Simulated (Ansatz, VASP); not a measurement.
**Two plane-wave programs on TiSi2**

```
Ti Si
1.0
     0.00000    4.11752    4.26290
     2.38951    0.00000    4.26290
     2.38951    4.11752    0.00000
Ti Si
2 4
Cartesian
  3.5843 6.1763 6.3943
  2.3895 4.1175 4.2629
  1.1948 3.3975 2.1314
  1.1948 0.7200 2.1314
  2.3895 1.3387 4.2629
  2.3895 6.8963 4.2629
```

Alike in both runs: functional PBE; k mesh 7 × 7 × 7; occupations fermi-dirac, width 0.05 eV; no spin polarisation; Hubbard terms Ti d U = 8.0 eV.

|  | VASP | Ansatz |
| --- | --- | --- |
| version | VASP 6.6.1 | Ansatz 0.2.0 |
| potentials or method | VASP PAW PBE potentials, release 64 (Ti_sv, Si) | Ansatz PAW |
| plane-wave cutoff (eV) | 520 | 420 |
| valence electrons in the cell | 40 | 40 |
| task | single point | band structure |

```csv
,VASP,Ansatz,Ansatz less VASP
gap on the k mesh at the Fermi level (eV),none,none,-
pressure (GPa),12.2,11.5,-0.73
"traceless stress, the component that is largest in VASP (GPa)",-1.61,4.39,+6.005
rms of the force components (eV/Å),0.117,0.121,+0.0044
```

The programs project onto different local orbitals, so the same U acts differently, and such runs can settle in different states. Atom by atom the forces differ by 0.004 eV/Å (rms over components). A gap of «none» marks a metal or a gap that the smearing closes.
